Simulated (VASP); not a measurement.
# SrVO3 (Pm-3m) in VASP: notebook

SrVO3 is run at these levels: PBE+U; tasks: single point.

Program: VASP 6.6.1. These are calculated values, not measurements. Logs are shortened: lines on timing, memory, paths and dates and some standing lists are left out, and cuts for length are marked.

**1. The cell of the first run**

Symmetry: Pm-3m, No. 221, cubic system. The conventional cell has a = 3.842 Å, b = 3.842 Å, c = 3.842 Å, α = 90.00°, β = 90.00°, γ = 90.00°. Within 3.6 Å of Sr (site symmetry m-3m) lie 12 O at 2.72 Å and 8 V at 3.33 Å. Within 2.5 Å of V (site symmetry m-3m) lie 6 O at 1.92 Å. O (site symmetry 4/mmm) has 2 V at 1.92 Å within 2.5 Å.

**2. Single point, PBE+U, collinear spin, ferromagnetic start**

INCAR reads:

```
PREC = Accurate
ENCUT = 910
EDIFF = 1E-6
ISMEAR = -1
SIGMA = 0.1
LREAL = F
LASPH = T
NELM = 200
ALGO = Normal
ISIF = 2
LWAVE = F
LCHARG = T
ISPIN = 2
MAGMOM = 0 1.19 0 0 0
LORBIT = 11
NUPDOWN = 1.19
LMAXMIX = 4
LDAU = T
LDAUTYPE = 2
LDAUL = -1 2 -1
LDAUU = 0 6.2 0
LDAUJ = 0 0 0
LDAUPRINT = 1
GGA = PE
LELF = T
LVHAR = T
NBANDS = 32
GGA_COMPAT = F
```

KPOINTS reads:

```
regular mesh
0
Gamma
  5 5 5
```

POSCAR reads:

```
SrVO3
1.0
    3.8425000000      0.0000000000      0.0000000000
    0.0000000000      3.8425000000      0.0000000000
    0.0000000000      0.0000000000      3.8425000000
Sr V O
1 1 3
Direct
    0.0000000000      0.0000000000      0.0000000000
    0.5000000000      0.5000000000      0.5000000000
    0.5000000000      0.0000000000      0.5000000000
    0.0000000000      0.5000000000      0.5000000000
    0.5000000000      0.5000000000      0.0000000000
```

Potentials or basis: VASP PAW PBE potentials, release 64 (Sr_sv, V_sv, O_h).

On the command line:

```sh
$ cat potpaw_PBE.64/Sr_sv/POTCAR potpaw_PBE.64/V_sv/POTCAR potpaw_PBE.64/O_h/POTCAR > POTCAR
$ mpirun -np 1 vasp_std > vasp.out
```

OUTCAR:

```text
PREC = Accurate
   ENCUT = 910
   EDIFF = 1E-6
   ISMEAR = -1
   LREAL = F
   LASPH = T
   NELM = 200
   ISIF = 2
   ISPIN = 2
   LORBIT = 11
   NUPDOWN = 1.19
   GGA = PE

 ion  position               nearest neighbor table
   1  0.000  0.000  0.000-   3 2.72   4 2.72   5 2.72   3 2.72   4 2.72   4 2.72   5 2.72   4 2.72
                             3 2.72   5 2.72   3 2.72   5 2.72   2 3.33   2 3.33   2 3.33   2 3.33
   2  0.500  0.500  0.500-   3 1.92   4 1.92   5 1.92   5 1.92   3 1.92   4 1.92   1 3.33   1 3.33
                             1 3.33   1 3.33   1 3.33   1 3.33   1 3.33   1 3.33
   3  0.500  0.000  0.500-   2 1.92   2 1.92   1 2.72   1 2.72   1 2.72   1 2.72
   4  0.000  0.500  0.500-   2 1.92   2 1.92   1 2.72   1 2.72   1 2.72   1 2.72
   5  0.500  0.500  0.000-   2 1.92   2 1.92   1 2.72   1 2.72   1 2.72   1 2.72

  LATTYP: Found a simple cubic cell.
 ALAT       =     3.8425000000

  Lattice vectors:

 A1 = (   3.8425000000,   0.0000000000,   0.0000000000)
 A2 = (   0.0000000000,   3.8425000000,   0.0000000000)
 A3 = (   0.0000000000,   0.0000000000,   3.8425000000)

Analysis of symmetry for initial positions (statically):
=====================================================================
 Subroutine PRICEL returns:
 Original cell was already a primitive cell.

 Routine SETGRP: Setting up the symmetry group for a
 simple cubic supercell.

 Subroutine GETGRP returns: Found 48 space group operations
 (whereof 48 operations were pure point group operations)
 out of a pool of 48 trial point group operations.

The static configuration has the point symmetry O_h .

Analysis of symmetry for dynamics (positions and initial velocities):
=====================================================================
 Subroutine PRICEL returns:
 Original cell was already a primitive cell.

 Routine SETGRP: Setting up the symmetry group for a
 simple cubic supercell.

 Subroutine GETGRP returns: Found 48 space group operations
 (whereof 48 operations were pure point group operations)
 out of a pool of 48 trial point group operations.

The dynamic configuration has the point symmetry O_h .

Analysis of structural, dynamic, and magnetic symmetry:
=====================================================================
 Subroutine PRICEL returns:
 Original cell was already a primitive cell.

 Routine SETGRP: Setting up the symmetry group for a
[... 169 lines left out ...]
  o =  0.4923  v =  0.0000  0.9145 -0.0000  0.4046 -0.0000  0.0000  0.0000  0.0000  0.0000  0.0000      0.0000  0.0000  0.0000  0.0000  0.0000  0.0000  0.0000  0.0000  0.0000  0.0000
  o =  0.4923  v =  1.0000  0.0000  0.0000  0.0000  0.0000  0.0000  0.0000  0.0000  0.0000  0.0000      0.0000  0.0000  0.0000  0.0000  0.0000  0.0000  0.0000  0.0000  0.0000  0.0000

 number of electron      40.9999991 magnetization       1.1900001

 Free energy of the ion-electron system (eV)
  ---------------------------------------------------
  ext. energy  EPLUGINS =         0.00000000
  ---------------------------------------------------
  free energy    TOTEN  =       -33.29762306 eV

  energy without entropy =      -33.24561800  energy(sigma->0) =      -33.27162053

 E-fermi :   4.6696     XC(G=0): -11.5686

 val. band max:        6.0692484163   @ k =   0.4000   0.2000   0.2000
 cond. band min:       6.6086678438   @ k =   0.4000   0.4000   0.0000
 fundamental gap:      0.5394194275
 Fermi energy:         6.3272112630

 spin component 1

 k-point     1 :       0.0000    0.0000    0.0000
  band No.  band energies     occupation
      1     -60.3712      1.00000
      2     -34.1769      1.00000
      3     -34.1769      1.00000
      4     -34.1769      1.00000
      5     -27.7597      1.00000
      6     -12.9528      1.00000
[... 339 lines left out ...]
     31      15.9335      0.00000
     32      19.2789      0.00000
 Fermi energy:         4.6696041735

 spin component 2

 k-point     1 :       0.0000    0.0000    0.0000
  band No.  band energies     occupation
      1     -59.0118      1.00000
      2     -32.8345      1.00000
      3     -32.8345      1.00000
      4     -32.8345      1.00000
      5     -27.7634      1.00000
      6     -12.9950      1.00000
[... 339 lines left out ...]
     31      15.9817      0.00000
     32      19.2997      0.00000

------------------------ aborting loop because EDIFF is reached ----------------------------------------

  FORCE on cell =-STRESS in cart. coord.  units (eV):
  Direction    XX          YY          ZZ          XY          YZ          ZX
  --------------------------------------------------------------------------------------
  -------------------------------------------------------------------------------------
  Total        4.3300537      4.3300537      4.3300537      0.0000000      0.0000000     -0.0000000
  in kB      122.2819164    122.2819164    122.2819164      0.0000000      0.0000000     -0.0000000
  external PRESSURE =     122.2819164 kB  Pullay stress =       0.0000000 kB

 VOLUME and BASIS-vectors are now :
 -----------------------------------------------------------------------------
  energy-cutoff  :      910.00
  volume of cell :       56.73
      direct lattice vectors                 reciprocal lattice vectors
     3.842500000  0.000000000  0.000000000     0.260247235  0.000000000  0.000000000
     0.000000000  3.842500000  0.000000000     0.000000000  0.260247235  0.000000000
     0.000000000  0.000000000  3.842500000     0.000000000  0.000000000  0.260247235

 POSITION                                       TOTAL-FORCE (eV/Angst)
 -----------------------------------------------------------------------------------
      0.00000      0.00000      0.00000         0.000000      0.000000      0.000000
      1.92125      1.92125      1.92125         0.000000      0.000000      0.000000
      1.92125      0.00000      1.92125         0.000000      0.000000      0.000000
      0.00000      1.92125      1.92125         0.000000      0.000000      0.000000
      1.92125      1.92125      0.00000         0.000000      0.000000      0.000000
 -----------------------------------------------------------------------------------
    total drift:                                0.000000      0.000000     -0.000000

  FREE ENERGIE OF THE ION-ELECTRON SYSTEM (eV)
  ---------------------------------------------------
  free  energy   TOTEN  =       -33.2976230597 eV

  energy  without entropy=      -33.2456179956  energy(sigma->0) =      -33.27162053

 total charge

# of ion       s       p       d       tot
------------------------------------------
    1        2.001   5.805   0.221   8.027
    2        2.295   6.364   2.810  11.470
    3        1.040   2.349   0.000   3.389
    4        1.040   2.349   0.000   3.389
    5        1.040   2.349   0.000   3.389
--------------------------------------------------
tot          7.416  19.215   3.031  29.662

 magnetization (x)

# of ion       s       p       d       tot
------------------------------------------
    1       -0.001  -0.003   0.000  -0.003
    2        0.011   0.013   1.289   1.313
    3       -0.002  -0.040   0.000  -0.042
    4       -0.002  -0.040   0.000  -0.042
    5       -0.002  -0.040   0.000  -0.042
--------------------------------------------------
tot          0.004  -0.110   1.290   1.184
```

OSZICAR:

```text
N       E                     dE             d eps       ncg     rms          rms(c)
DAV:   1     0.572194612828E+03    0.57219E+03   -0.31324E+04  1280   0.205E+03
DAV:   2     0.187091393284E+02   -0.55349E+03   -0.52002E+03  1464   0.501E+02
DAV:   3    -0.419456429370E+02   -0.60655E+02   -0.59249E+02  1584   0.154E+02
DAV:   4    -0.437971224415E+02   -0.18515E+01   -0.18426E+01  1720   0.262E+01
DAV:   5    -0.438496170258E+02   -0.52495E-01   -0.52485E-01  1680   0.395E+00    0.375E+01
DAV:   6    -0.339859728919E+02    0.98636E+01   -0.44348E+01  1512   0.569E+01    0.164E+01
DAV:   7    -0.334922079849E+02    0.49376E+00   -0.10095E+01  1424   0.279E+01    0.146E+01
DAV:   8    -0.332803741062E+02    0.21183E+00   -0.10125E+00  1584   0.883E+00    0.475E+00
DAV:   9    -0.333298454432E+02   -0.49471E-01   -0.13581E-01  1568   0.286E+00    0.228E+00
DAV:  10    -0.333005763915E+02    0.29269E-01   -0.70539E-02  1432   0.248E+00    0.728E-01
DAV:  11    -0.332977788045E+02    0.27976E-02   -0.14560E-02  1656   0.109E+00    0.329E-01
DAV:  12    -0.332975925642E+02    0.18624E-03   -0.20062E-03  1576   0.315E-01    0.138E-01
DAV:  13    -0.332976869116E+02   -0.94347E-04   -0.23535E-04  1464   0.108E-01    0.125E-01
DAV:  14    -0.332976277400E+02    0.59172E-04   -0.15055E-04  1568   0.117E-01    0.356E-02
DAV:  15    -0.332976221849E+02    0.55551E-05   -0.17148E-05  1648   0.363E-02    0.118E-02
DAV:  16    -0.332976230597E+02   -0.87483E-06   -0.49655E-06  1576   0.171E-02
   1 F= -.33297623E+02 E0= -.33271621E+02  d E =-.520051E-01  mag=     1.1900
```

stdout:

```text
POSCAR found type information on POSCAR SrV O
 POSCAR found :  3 types and       5 ions
 scaLAPACK will be used
 LDA part: xc-table for (Slater+PW92), standard interpolation
 POSCAR, INCAR and KPOINTS ok, starting setup
 FFT: planning ... GRIDC
 FFT: planning ... GRID_SOFT
 FFT: planning ... GRID
 WAVECAR not read
 entering main loop
```

It took 2.6 min on 1 thread of AMD EPYC 7R43 (Zen 3), shared host; peak memory 0.29 GiB.

Results:

* Free energy: -33.2976 eV
* Pressure: 12.2 GPa
* Net moment: 1.19 μB per cell
* Site moments: Sr -0.00; V +1.31; O -0.04 μB
* Valence electrons inside the program's atomic spheres: Sr 8.03; V 11.47; O 3.39

Eigenvalues of the final occupation matrices:
```
    site  spin  trace               eigenvalues
site 2 d     1   2.07  0.30 0.30 0.49 0.49 0.49
site 2 d     2   0.78  0.08 0.08 0.08 0.27 0.27
```

Caveat: the cutoff is under 1.25 times the usual one of these potentials, so pressure, stress and relaxed cells hold a basis-set (Pulay) error; the cell stands under pressure; the total moment is fixed, so each spin has its own Fermi level.

**3. Single point, PBE+U, collinear spin, ferromagnetic start**

INCAR reads:

```
SYSTEM = SrVO3
ALGO = Normal ; EDIFF = 1E-6
ENCUT = 910 ; GGA = PE
GGA_COMPAT = .False. ; ISIF = 2
ISMEAR = -1 ; ISPIN = 2
LASPH = .True. ; LCHARG = .False.
LDAU = .True. ; LDAUJ = 0 0 0
LDAUL = -1 2 -1 ; LDAUPRINT = 1
LDAUTYPE = 2 ; LDAUU = 0 6.2 0
LMAXMIX = 4 ; LORBIT = 11
LREAL = .False. ; LWAVE = .False.
MAGMOM = 0 1.66 0 0 0 ; NBANDS = 32
NELM = 200 ; NUPDOWN = 1.66
PREC = Accurate ; SIGMA = 0.1
```

KPOINTS reads:

```
k-points
0
Gamma
  5 5 5
  0 0 0
```

POSCAR is that of step 2.

Potentials or basis: VASP PAW PBE potentials, release 64 (Sr_sv, V_sv, O_h).

On the command line:

```sh
$ cat potpaw_PBE.64/Sr_sv/POTCAR potpaw_PBE.64/V_sv/POTCAR potpaw_PBE.64/O_h/POTCAR > POTCAR
$ mpirun -np 1 vasp_std > vasp.out
```

Wall time 52 s (1 thread of Intel Xeon 6975P-C (Granite Rapids), shared host); peak memory 0.33 GiB.

It converged, with:

```yaml
Free_energy: -32.8539 eV
Pressure: 15.6 GPa
Net_moment: 1.66 μB per cell
Site_moments: Sr -0.01; V +1.46; O +0.02 μB
Valence_electrons_inside_the_program's_atomic_spheres: Sr 8.03; V 11.52; O 3.39
```

Eigenvalues of the final occupation matrices:
| site | spin | trace | eigenvalues |
| --- | --- | --- | --- |
| site 2 d | 1 | 2.17 | 0.28 0.28 0.54 0.54 0.54 |
| site 2 d | 2 | 0.73 | 0.07 0.07 0.07 0.25 0.25 |

Caveat: the cutoff is under 1.25 times the usual one of these potentials, so pressure, stress and relaxed cells hold a basis-set (Pulay) error; the cell stands under pressure; the total moment is fixed, so each spin has its own Fermi level.
